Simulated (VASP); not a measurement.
# TePb (Fm-3m) in VASP: notebook, part 3 of 3

VASP 6.6.1.

## Step 5: Single point, LDA

This run uses another cell than the first one, of 32.38 Å³/atom, 0.941 times its volume.

INCAR reads:

```
SYSTEM = TePb
PREC = Accurate
ENCUT = 520
EDIFF = 1E-7
ISMEAR = -1
SIGMA = 0.05
LREAL = .False.
LASPH = .True.
NELM = 80
ALGO = Normal
ISIF = 2
LWAVE = .False.
LCHARG = .False.
GGA = CA
NBANDS = 17
```

KPOINTS reads:

```
Automatic mesh
0
Gamma
  7 7 7
  0 0 0
```

POSCAR reads:

```
TePb
1.0
    0.0000000000      3.1873324849      3.1873324849
    3.1873324849      0.0000000000      3.1873324849
    3.1873324849      3.1873324849      0.0000000000
Pb Te
1 1
Direct
    0.0000000000      0.0000000000      0.0000000000
    0.5000000000      0.5000000000      0.5000000000
```

Potentials or basis: VASP PAW LDA potentials, release 64 (Pb_d, Te).

Launch:

```sh
$ cat potpaw_LDA.64/Pb_d/POTCAR potpaw_LDA.64/Te/POTCAR > POTCAR
$ mpirun -np 1 vasp_std > vasp.out
```

OUTCAR:

```text
SYSTEM = TePb
   PREC = Accurate
   ENCUT = 520
   EDIFF = 1E-7
   ISMEAR = -1
   LREAL = .False.
   LASPH = .True.
   NELM = 80
   ISIF = 2
   GGA = CA

 ion  position               nearest neighbor table
   1  0.000  0.000  0.000-   2 3.19   2 3.19   2 3.19   2 3.19   2 3.19   2 3.19
   2  0.500  0.500  0.500-   1 3.19   1 3.19   1 3.19   1 3.19   1 3.19   1 3.19

  LATTYP: Found a face centered cubic cell.
 ALAT       =     6.3746649698

  Lattice vectors:

 A1 = (   0.0000000000,   3.1873324849,   3.1873324849)
 A2 = (   3.1873324849,   0.0000000000,   3.1873324849)
 A3 = (   3.1873324849,   3.1873324849,   0.0000000000)

Analysis of symmetry for initial positions (statically):
=====================================================================
 Subroutine PRICEL returns:
 Original cell was already a primitive cell.

 Routine SETGRP: Setting up the symmetry group for a
 face centered cubic supercell.

 Subroutine GETGRP returns: Found 48 space group operations
[... 9 lines left out ...]

 Routine SETGRP: Setting up the symmetry group for a
 face centered cubic supercell.

 Subroutine GETGRP returns: Found 48 space group operations
[... 11 lines left out ...]
                                     Primitive cell

  volume of cell :      64.7608

  direct lattice vectors                    reciprocal lattice vectors
     0.000000000  3.187332485  3.187332485    -0.156870989  0.156870989  0.156870989
     3.187332485  0.000000000  3.187332485     0.156870989 -0.156870989  0.156870989
     3.187332485  3.187332485  0.000000000     0.156870989  0.156870989 -0.156870989

  length of vectors
     4.507568828  4.507568828  4.507568828     0.271708524  0.271708524  0.271708524

  position of ions in fractional coordinates (direct lattice)
     0.000000000  0.000000000  0.000000000
     0.500000000  0.500000000  0.500000000

  ion indices of the primitive-cell ions
   primitive index   ion index
                 1           1
                 2           2

----------------------------------------------------------------------------------------

 KPOINTS: Automatic mesh

Automatic generation of k-mesh.
 Grid dimensions read from file:
 generate k-points for:    7    7    7

 Generating k-lattice:

  Cartesian coordinates                     Fractional coordinates (reciprocal lattice)
    -0.022410141  0.022410141  0.022410141     0.142857143  0.000000000  0.000000000
     0.022410141 -0.022410141  0.022410141     0.000000000  0.142857143  0.000000000
     0.022410141  0.022410141 -0.022410141     0.000000000  0.000000000  0.142857143

  Length of vectors
     0.038815503  0.038815503  0.038815503

  Shift w.r.t. Gamma in fractional coordinates (k-lattice)
     0.000000000  0.000000000  0.000000000

 Subroutine IBZKPT returns following result:
 ===========================================

 Found     20 irreducible k-points:

 Following reciprocal coordinates:
            Coordinates               Weight
  0.000000  0.000000  0.000000      1.000000
  0.142857  0.000000  0.000000      8.000000
  0.285714  0.000000  0.000000      8.000000
  0.428571  0.000000  0.000000      8.000000
  0.142857  0.142857  0.000000      6.000000
  0.285714  0.142857  0.000000     24.000000
[... 12 lines left out ...]
 -0.428571  0.428571  0.142857     24.000000
 -0.285714  0.428571  0.142857     24.000000
   k-points           NKPTS =     20   k-points in BZ     NKDIM =     20   number of bands    NBANDS=     17
   number of dos      NEDOS =    301   number of ions     NIONS =      2
   total plane-waves  NPLWV =  46656
   dimension x,y,z NGX =    36 NGY =   36 NGZ =   36
   dimension x,y,z NGXF=    72 NGYF=   72 NGZF=   72
   ions per type =               1   1
   NGX,Y,Z   is equivalent  to a cutoff of  13.28, 13.28, 13.28 a.u.
   NGXF,Y,Z  is equivalent  to a cutoff of  26.55, 26.55, 26.55 a.u.
 SYSTEM =  TePb
   PREC   = accura    normal or accurate (medium, high low for compatibility)
   ISTART =      0    job   : 0-new  1-cont  2-samecut
   ICHARG =      2    charge: 1-file 2-atom 10-const
   ISPIN  =      1    spin polarized calculation?
   LNONCOLLINEAR =      F non collinear calculations
   LSORBIT =      F    spin-orbit coupling
   LASPH  =      T    aspherical Exc in radial PAW
   ENCUT  =  520.0 eV  38.22 Ry    6.18 a.u.   8.38  8.38  8.38*2*pi/ulx,y,z
   NELM   =     80;   NELMIN=  2; NELMDL= -5     # of ELM steps
   EDIFF  = 0.1E-06   stopping-criterion for ELM
   LREAL  =      F    real-space projection
   EDIFFG = 0.1E-05   stopping-criterion for IOM
   NSW    =      0    number of steps for IOM
   IBRION =     -1    ionic relax: 0-MD 1-quasi-New 2-CG
   NFREE  =      0    steps in history (QN), initial steepest desc. (CG)
   ISIF   =      2    stress and relaxation
   ISYM   =      2    0-nonsym 1-usesym 2-fastsym
   POTIM  = 0.5000    time-step for ionic-motion
   TEBEG  =    0.0;   TEEND  =   0.0 temperature during run
   PSTRESS=    0.0 pullay stress
   NELECT =      20.0000    total number of electrons
   NUPDOWN=      -1.0000    fix difference up-down
   EMIN   =  10.00;   EMAX   =-10.00  energy-range for DOS
   EFERMI =   0.00;   METHOD = LEGACY
   ISMEAR =    -1;   SIGMA  =   0.05  broadening in eV -4-tet -1-fermi 0-gaus
   EFERMI_NEDOS =   21; number of points for ismear=-14 and -15
   IALGO  =     38    algorithm
   IMIX   =      4    mixing-type and parameters
     AMIX     =   0.40;   BMIX     =  1.00
     AMIX_MAG =   1.60;   BMIX_MAG =  1.00
  volume/ion in A,a.u.               =      32.38       218.51
  Fermi-wavevector in a.u.,A,eV,Ry     =   1.106575  2.091123 16.660441  1.224508
  Thomas-Fermi vector in A             =   2.243078
   LORBIT       =      0    0 simple, 1 ext, 2 COOP (PROOUT), +10 PAW based schemes
   GGA     = CA    functional components
   LHFCALC =     F    Hartree Fock is set to
   AEXX    =    0.0000 exact exchange contribution
   IVDW    =     0    specifies the selected vdW correction
   LEPSILON=     F    determine dielectric tensor
   LRPA    =     F    only Hartree local field effects (RPA)
 non-spin polarized calculation
  energy-cutoff  :      520.00
  volume of cell :       64.76
 maximum number of plane-waves:      1807
 NGX is ok and might be reduce to    36
   NGX = 17   NGY = 17   NGZ = 17

 number of electron      19.9999999 magnetization

 Free energy of the ion-electron system (eV)
  ---------------------------------------------------
  ext. energy  EPLUGINS =         0.00000000
  ---------------------------------------------------
  free energy    TOTEN  =        -8.77675862 eV

  energy without entropy =       -8.77675068  energy(sigma->0) =       -8.77675465

 E-fermi :   6.2791     XC(G=0):  -9.7549

 val. band max:        5.8355598164   @ k =   0.4286   0.0000   0.0000
 cond. band min:       6.7133641651   @ k =   0.4286   0.0000   0.0000
 fundamental gap:      0.8778043487
 Fermi energy:         6.2791051005

 k-point     1 :       0.0000    0.0000    0.0000
  band No.  band energies     occupation
      1     -10.7855      2.00000
      2     -10.7855      2.00000
      3     -10.7682      2.00000
      4     -10.7682      2.00000
      5     -10.7682      2.00000
      6      -6.4464      2.00000
[... 9 lines left out ...]
     16      11.6447      0.00000
     17      13.0787      0.00000

 k-point     2 :       0.1429    0.0000    0.0000
  band No.  band energies     occupation
      1     -10.7884      2.00000
      2     -10.7884      2.00000
      3     -10.7677      2.00000
      4     -10.7649      2.00000
      5     -10.7649      2.00000
      6      -6.2618      2.00000
[... 9 lines left out ...]
     16      12.0337      0.00000
     17      14.5055      0.00000

 k-point     3 :       0.2857    0.0000    0.0000
  band No.  band energies     occupation
      1     -10.7962      2.00000
      2     -10.7962      2.00000
      3     -10.7667      2.00000
      4     -10.7562      2.00000
      5     -10.7562      2.00000
      6      -5.7371      2.00000
[... 312 lines left out ...]
 k-point    19 :      -0.4286    0.4286    0.1429
  band No.  band energies     occupation
      1     -10.8475      2.00000
      2     -10.7815      2.00000
      3     -10.7723      2.00000
      4     -10.7460      2.00000
      5     -10.7384      2.00000
      6      -4.6258      2.00000
[... 9 lines left out ...]
     16      16.2040      0.00000
     17      16.8983      0.00000

 k-point    20 :      -0.2857    0.4286    0.1429
  band No.  band energies     occupation
      1     -10.8396      2.00000
      2     -10.7884      2.00000
      3     -10.7632      2.00000
      4     -10.7545      2.00000
      5     -10.7385      2.00000
      6      -4.4796      2.00000
[... 9 lines left out ...]
     16      16.2342      0.00000
     17      16.8120      0.00000

------------------------ aborting loop because EDIFF is reached ----------------------------------------

  FORCE on cell =-STRESS in cart. coord.  units (eV):
  Direction    XX          YY          ZZ          XY          YZ          ZX
  --------------------------------------------------------------------------------------
  -------------------------------------------------------------------------------------
  Total        0.0697608      0.0697608      0.0697608      0.0000000      0.0000000     -0.0000000
  in kB        1.7258771      1.7258771      1.7258771      0.0000000      0.0000000     -0.0000000
  external PRESSURE =       1.7258771 kB  Pullay stress =       0.0000000 kB

 VOLUME and BASIS-vectors are now :
 -----------------------------------------------------------------------------
  energy-cutoff  :      520.00
  volume of cell :       64.76
      direct lattice vectors                 reciprocal lattice vectors
     0.000000000  3.187332485  3.187332485    -0.156870989  0.156870989  0.156870989
     3.187332485  0.000000000  3.187332485     0.156870989 -0.156870989  0.156870989
     3.187332485  3.187332485  0.000000000     0.156870989  0.156870989 -0.156870989

 POSITION                                       TOTAL-FORCE (eV/Angst)
 -----------------------------------------------------------------------------------
      0.00000      0.00000      0.00000         0.000000      0.000000      0.000000
      3.18733      3.18733      3.18733         0.000000      0.000000      0.000000
 -----------------------------------------------------------------------------------
    total drift:                               -0.000000      0.000000      0.000000

  FREE ENERGIE OF THE ION-ELECTRON SYSTEM (eV)
  ---------------------------------------------------
  free  energy   TOTEN  =        -8.7767586180 eV

  energy  without entropy=       -8.7767506776  energy(sigma->0) =       -8.77675465
```

OSZICAR:

```text
N       E                     dE             d eps       ncg     rms          rms(c)
DAV:   1     0.149083033655E+03    0.14908E+03   -0.90614E+03   680   0.113E+03
DAV:   2     0.170627715620E+01   -0.14738E+03   -0.14292E+03   707   0.292E+02
DAV:   3    -0.861008512490E+01   -0.10316E+02   -0.10211E+02   899   0.842E+01
DAV:   4    -0.887918965406E+01   -0.26910E+00   -0.26896E+00   830   0.148E+01
DAV:   5    -0.889000010432E+01   -0.10810E-01   -0.10810E-01  1003   0.278E+00    0.369E+00
DAV:   6    -0.878470277545E+01    0.10530E+00   -0.22166E-01  1000   0.352E+00    0.235E+00
DAV:   7    -0.877751532756E+01    0.71874E-02   -0.65417E-02   938   0.131E+00    0.912E-01
DAV:   8    -0.877682752925E+01    0.68780E-03   -0.75807E-03   853   0.831E-01    0.123E-01
DAV:   9    -0.877676605245E+01    0.61477E-04   -0.94224E-04  1008   0.281E-01    0.322E-02
DAV:  10    -0.877675869409E+01    0.73584E-05   -0.60551E-05   910   0.589E-02    0.256E-02
DAV:  11    -0.877675848472E+01    0.20937E-06   -0.16635E-05   945   0.253E-02    0.105E-02
DAV:  12    -0.877675865249E+01   -0.16777E-06   -0.14172E-06   848   0.108E-02    0.893E-03
DAV:  13    -0.877675861795E+01    0.34536E-07   -0.28336E-08   458   0.166E-03
   1 F= -.87767586E+01 E0= -.87767546E+01  d E =-.794032E-05
```

stdout:

```text
POSCAR found type information on POSCAR PbTe
 POSCAR found :  2 types and       2 ions
 scaLAPACK will be used
 LDA part: xc-table for (Slater(with rela. corr.)+CA(PZ))
 , standard interpolation
 POSCAR, INCAR and KPOINTS ok, starting setup
 FFT: planning ... GRIDC
 FFT: planning ... GRID_SOFT
 FFT: planning ... GRID
 WAVECAR not read
 entering main loop
```

It took 14 s on 1 thread of Intel Xeon 6975P-C (Granite Rapids), shared host; peak memory 0.17 GiB.

What came out:

- Free energy: -8.7768 eV
- Pressure: 0.2 GPa

Levels at points of the mesh, in eV from the Fermi level:
```csv
k point,band 8,band 9,band 10,band 11,band 12,band 13
"(0.00, 0.00, 0.00)",-1.83,-1.83,-1.83,3.71,3.71,3.71
```

Caveat: this odd mesh misses L, where the gap lies, so gap, dielectric constants and Born charges aren't listed; spin-orbit coupling is left out, which moves the levels of the heavy elements.

## Step 6: Summary

```csv
level,potentials or basis,cell,k mesh,pressure (GPa)
PBE+D4,"VASP PAW PBE potentials, release 64 (Pb_d, Te)","a = 4.600 Å, angles 60.0°, 2 atoms",7 × 7 × 7,-0.7
PBE,"VASP PAW PBE potentials, release 64 (Pb_d, Te)","a = 4.569 Å, angles 60.0°, 2 atoms",3 × 3 × 3,2.0
LDA,"VASP PAW LDA potentials, release 64 (Pb_d, Te)","a = 4.476 Å, angles 60.0°, 2 atoms",7 × 7 × 7,1.3
LDA,"VASP PAW LDA potentials, release 64 (Pb_d, Te)","a = 4.508 Å, angles 60.0°, 2 atoms",7 × 7 × 7,0.2
```

Alike in all rows: task single point; no spin polarisation; cutoff (eV) 520; smearing fermi-dirac 0.05 eV.

Caveats: some runs use coarse meshes; spin-orbit coupling is left out, which moves the levels of the heavy elements.

Total energies depend on the potentials used, so only differences within one code and one set of settings carry meaning.
